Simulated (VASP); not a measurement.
# Zn (P6_3/mmc) in VASP: a series of runs

The runs below take Zn through electric field gradients, with PBE.

All numbers are computed with VASP 6.6.1; they aren't measurements. Logs are shortened: lines on timing, memory, paths and dates and some standing lists are left out, and cuts for length are marked.

## Step 1: The cell of the first run

It takes space group P6_3/mmc (No. 194, hexagonal). The conventional cell has a = 2.692 Å, b = 2.692 Å, c = 4.848 Å, α = 90.00°, β = 90.00°, γ = 120.00°. Zn (site symmetry -6m2) has 12 Zn at 2.69 to 2.88 Å within 3.5 Å.

## Step 2: Electric field gradients, PBE (z stretched by -2 % at fixed volume)

Input file INCAR:

```
  PREC = Accurate
  ENCUT = 520
  EDIFF = 1E-8
  ISMEAR = -1
  SIGMA = 0.03
  LREAL = False
  LASPH = True
  NELM = 100
  ALGO = Normal
  ISIF = 2
  LWAVE = False
  LCHARG = False
  GGA = PE
  LEFG = True
  NBANDS = 19
```

Input file KPOINTS:

```
regular mesh
0
Gamma
  18 18 8
```

Input file POSCAR:

```
Zn
1.0
    2.6918525343      0.0000000000      0.0000000000
   -1.3459262671      2.3312126779      0.0000000000
    0.0000000000      0.0000000000      4.8477660000
Zn
2
Direct
    0.3333333333      0.6666666667      0.2500000000
    0.6666666667      0.3333333333      0.7500000000
```

Potentials or basis: VASP PAW PBE potentials, release 64 (Zn).

On the command line:

```
$ cat potpaw_PBE.64/Zn/POTCAR > POTCAR
$ mpirun -np 1 vasp_std > vasp.out
```

OUTCAR:

```text
PREC = Accurate
   ENCUT = 520
   EDIFF = 1E-8
   ISMEAR = -1
   LREAL = False
   LASPH = True
   NELM = 100
   ISIF = 2
   GGA = PE

 ion  position               nearest neighbor table
   1  0.333  0.667  0.250-   2 2.88   2 2.88   2 2.88   2 2.88   2 2.88   2 2.88
   2  0.667  0.333  0.750-   1 2.88   1 2.88   1 2.88   1 2.88   1 2.88   1 2.88

  LATTYP: Found a hexagonal cell.
 ALAT       =     2.6918525343
 C/A-ratio  =     1.8009032583

  Lattice vectors:

 A1 = (   2.6918525343,   0.0000000000,   0.0000000000)
 A2 = (  -1.3459262671,   2.3312126779,   0.0000000000)
 A3 = (   0.0000000000,   0.0000000000,   4.8477660000)

Analysis of symmetry for initial positions (statically):
=====================================================================
 Subroutine PRICEL returns:
 Original cell was already a primitive cell.

 Routine SETGRP: Setting up the symmetry group for a
 hexagonal supercell.

 Subroutine GETGRP returns: Found 24 space group operations
 (whereof 12 operations were pure point group operations)
 out of a pool of 24 trial point group operations.

The static configuration has the point symmetry D_3d.
 The point group associated with its full space group is D_6h.

Analysis of symmetry for dynamics (positions and initial velocities):
=====================================================================
 Subroutine PRICEL returns:
 Original cell was already a primitive cell.

 Routine SETGRP: Setting up the symmetry group for a
 hexagonal supercell.

 Subroutine GETGRP returns: Found 24 space group operations
 (whereof 12 operations were pure point group operations)
 out of a pool of 24 trial point group operations.

The dynamic configuration has the point symmetry D_3d.
 The point group associated with its full space group is D_6h.

 Subroutine INISYM returns: Found 24 space group operations
 (whereof 12 operations are pure point group operations),
 and found     1 'primitive' translations

----------------------------------------------------------------------------------------

                                     Primitive cell

  volume of cell :      30.4211

  direct lattice vectors                    reciprocal lattice vectors
     2.691852534  0.000000000  0.000000000     0.371491375  0.214480646  0.000000000
    -1.345926267  2.331212678  0.000000000     0.000000000  0.428961291  0.000000000
     0.000000000  0.000000000  4.847766000     0.000000000  0.000000000  0.206280584

  length of vectors
     2.691852534  2.691852534  4.847766000     0.428961291  0.428961291  0.206280584

  position of ions in fractional coordinates (direct lattice)
     0.333333333  0.666666667  0.250000000
     0.666666667  0.333333333  0.750000000

  ion indices of the primitive-cell ions
   primitive index   ion index
                 1           1
                 2           2

----------------------------------------------------------------------------------------

 KPOINTS: regular mesh

Automatic generation of k-mesh.
 Grid dimensions read from file:
 generate k-points for:   18   18    8

 Generating k-lattice:

  Cartesian coordinates                     Fractional coordinates (reciprocal lattice)
     0.020638410  0.011915591  0.000000000     0.055555556  0.000000000  0.000000000
     0.000000000  0.023831183  0.000000000     0.000000000  0.055555556  0.000000000
     0.000000000  0.000000000  0.025785073     0.000000000  0.000000000  0.125000000

  Length of vectors
     0.023831183  0.023831183  0.025785073

  Shift w.r.t. Gamma in fractional coordinates (k-lattice)
     0.000000000  0.000000000  0.000000000

 Subroutine IBZKPT returns following result:
 ===========================================

 Found    185 irreducible k-points:

 Following reciprocal coordinates:
            Coordinates               Weight
  0.000000  0.000000  0.000000      1.000000
  0.055556  0.000000  0.000000      6.000000
  0.111111  0.000000  0.000000      6.000000
  0.166667  0.000000  0.000000      6.000000
  0.222222  0.000000  0.000000      6.000000
  0.277778  0.000000  0.000000      6.000000
[... 16 lines left out ...]
  0.333333  0.111111  0.000000     12.000000
  0.388889  0.111111  0.000000     12.000000
 [... further k-points ...]
   k-points           NKPTS =    185   k-points in BZ     NKDIM =    185   number of bands    NBANDS=     19
   number of dos      NEDOS =    301   number of ions     NIONS =      2
   total plane-waves  NPLWV =  14400
   dimension x,y,z NGX =    20 NGY =   20 NGZ =   36
   dimension x,y,z NGXF=    40 NGYF=   40 NGZF=   72
   ions per type =               2
   NGX,Y,Z   is equivalent  to a cutoff of  12.35, 12.35, 12.35 a.u.
   NGXF,Y,Z  is equivalent  to a cutoff of  24.70, 24.70, 24.69 a.u.
 SYSTEM =  unknown system
   PREC   = accura    normal or accurate (medium, high low for compatibility)
   ISTART =      0    job   : 0-new  1-cont  2-samecut
   ICHARG =      2    charge: 1-file 2-atom 10-const
   ISPIN  =      1    spin polarized calculation?
   LNONCOLLINEAR =      F non collinear calculations
   LSORBIT =      F    spin-orbit coupling
   LASPH  =      T    aspherical Exc in radial PAW
   ENCUT  =  520.0 eV  38.22 Ry    6.18 a.u.   5.01  5.01  9.01*2*pi/ulx,y,z
   NELM   =    100;   NELMIN=  2; NELMDL= -5     # of ELM steps
   EDIFF  = 0.1E-07   stopping-criterion for ELM
   LREAL  =      F    real-space projection
   EDIFFG = 0.1E-06   stopping-criterion for IOM
   NSW    =      0    number of steps for IOM
   IBRION =     -1    ionic relax: 0-MD 1-quasi-New 2-CG
   NFREE  =      0    steps in history (QN), initial steepest desc. (CG)
   ISIF   =      2    stress and relaxation
   ISYM   =      2    0-nonsym 1-usesym 2-fastsym
   POTIM  = 0.5000    time-step for ionic-motion
   TEBEG  =    0.0;   TEEND  =   0.0 temperature during run
   PSTRESS=    0.0 pullay stress
   NELECT =      24.0000    total number of electrons
   NUPDOWN=      -1.0000    fix difference up-down
   EMIN   =  10.00;   EMAX   =-10.00  energy-range for DOS
   EFERMI =   0.00;   METHOD = LEGACY
   ISMEAR =    -1;   SIGMA  =   0.03  broadening in eV -4-tet -1-fermi 0-gaus
   EFERMI_NEDOS =   21; number of points for ismear=-14 and -15
   IALGO  =     38    algorithm
   IMIX   =      4    mixing-type and parameters
     AMIX     =   0.40;   BMIX     =  1.00
     AMIX_MAG =   1.60;   BMIX_MAG =  1.00
  volume/ion in A,a.u.               =      15.21       102.65
  Fermi-wavevector in a.u.,A,eV,Ry     =   1.512703  2.858594 31.133805  2.288270
  Thomas-Fermi vector in A             =   2.622592
   LORBIT       =      0    0 simple, 1 ext, 2 COOP (PROOUT), +10 PAW based schemes
   GGA     = PE    functional components
   LHFCALC =     F    Hartree Fock is set to
   AEXX    =    0.0000 exact exchange contribution
   IVDW    =     0    specifies the selected vdW correction
   LEPSILON=     F    determine dielectric tensor
   LRPA    =     F    only Hartree local field effects (RPA)
 non-spin polarized calculation
  energy-cutoff  :      520.00
  volume of cell :       30.42
 maximum number of plane-waves:       840
 NGX is ok and might be reduce to    20
   NGX =  9   NGY =  9   NGZ = 19

 number of electron      24.0000012 magnetization

 Free energy of the ion-electron system (eV)
  ---------------------------------------------------
  ext. energy  EPLUGINS =         0.00000000
  ---------------------------------------------------
  free energy    TOTEN  =        -2.20931376 eV

  energy without entropy =       -2.20776297  energy(sigma->0) =       -2.20853837

 E-fermi :   3.2168     XC(G=0): -11.5576

 val. band max:        3.2119366434   @ k =   0.3333   0.3333   0.1250
 cond. band min:       3.2349953933   @ k =   0.3333   0.2222   0.2500
 fundamental gap:      0.0230587499
 Fermi energy:         3.2168008171

 k-point     1 :       0.0000    0.0000    0.0000
  band No.  band energies     occupation
      1      -7.2804      2.00000
      2      -5.4298      2.00000
      3      -4.7436      2.00000
      4      -4.5540      2.00000
      5      -4.5540      2.00000
      6      -4.4965      2.00000
[... 11 lines left out ...]
     18      21.6352      0.00000
     19      21.6352      0.00000
[... 485 lines left out ...]
 k-point    24 :       0.3889    0.1111    0.0000
  band No.  band energies     occupation
      1      -5.1610      2.00000
      2      -5.0605      2.00000
      3      -5.0066      2.00000
      4      -4.5379      2.00000
      5      -4.4666      2.00000
      6      -4.4173      2.00000
[... 11 lines left out ...]
     18      16.0725      0.00000
     19      17.3144      0.00000

 [... further k-points ...]

------------------------ aborting loop because EDIFF is reached ----------------------------------------

  FORCE on cell =-STRESS in cart. coord.  units (eV):
  Direction    XX          YY          ZZ          XY          YZ          ZX
  --------------------------------------------------------------------------------------
  -------------------------------------------------------------------------------------
  Total       -0.2494342     -0.2494342      0.2572220     -0.0000000     -0.0000000     -0.0000000
  in kB      -13.1368649    -13.1368649     13.5470213     -0.0000000     -0.0000000     -0.0000000
  external PRESSURE =      -4.2422361 kB  Pullay stress =       0.0000000 kB

 VOLUME and BASIS-vectors are now :
 -----------------------------------------------------------------------------
  energy-cutoff  :      520.00
  volume of cell :       30.42
      direct lattice vectors                 reciprocal lattice vectors
     2.691852534  0.000000000  0.000000000     0.371491375  0.214480646  0.000000000
    -1.345926267  2.331212678  0.000000000     0.000000000  0.428961291  0.000000000
     0.000000000  0.000000000  4.847766000     0.000000000  0.000000000  0.206280584

 POSITION                                       TOTAL-FORCE (eV/Angst)
 -----------------------------------------------------------------------------------
     -0.00000      1.55414      1.21194        -0.000000      0.000000      0.000000
      1.34593      0.77707      3.63582         0.000000     -0.000000      0.000000
 -----------------------------------------------------------------------------------
    total drift:                               -0.000000      0.000000      0.000000

  FREE ENERGIE OF THE ION-ELECTRON SYSTEM (eV)
  ---------------------------------------------------
  free  energy   TOTEN  =        -2.2093137581 eV

  energy  without entropy=       -2.2077629744  energy(sigma->0) =       -2.20853837

 Electric field gradients (V/A^2)
---------------------------------------------------------------------
 ion       V_xx      V_yy      V_zz      V_xy      V_xz      V_yz
---------------------------------------------------------------------
   1     -13.042   -13.034    26.076     0.007     0.000    -0.000
   2     -13.042   -13.034    26.076     0.007    -0.000     0.000
---------------------------------------------------------------------

 Electric field gradients after diagonalization (V/A^2)
 (convention: |V_zz| > |V_xx| > |V_yy|)
----------------------------------------------------------------------
 ion       V_xx      V_yy      V_zz     asymmetry (V_yy - V_xx)/ V_zz
----------------------------------------------------------------------
   1     -13.047   -13.030    26.076       0.001
   2     -13.047   -13.030    26.076       0.001
----------------------------------------------------------------------

           NMR quadrupolar parameters

 Cq : quadrupolar parameter    Cq=e*Q*V_zz/h
 eta: asymmetry parameters     (V_yy - V_xx)/ V_zz
 Q  : nuclear electric quadrupole moment in mb (millibarn)
----------------------------------------------------------------------
 ion       Cq(MHz)       eta       Q (mb)
----------------------------------------------------------------------
   1       0.063       0.001       1.000
   2       0.063       0.001       1.000
----------------------------------------------------------------------
```

Wall time 1.9 min (1 thread of Intel Xeon 8259CL, shared host); peak memory 0.2 GiB.

Results:

```yaml
Free_energy: -2.2093 eV
Pressure: -0.4 GPa
Band_gap_on_the_k_mesh: zero (bands 12 and 13 overlap by 4.12 eV)
Largest_electric_field_gradient_by_atom: Zn +26.1 V/Å²
```

Electric field gradients, principal values (V/Å²):
```
atom    least   middle  greatest (by size)
1 Zn  -13.030  -13.047              26.076
2 Zn  -13.030  -13.047              26.076
```

Caveat: without QUAD_EFG the Cq values of the log hold for a quadrupole moment of 1 mb, not for the nuclei.

(Part 1 of 3 ends here.)

The gap in the log of VASP goes by the Fermi energy; the results here count the filled bands.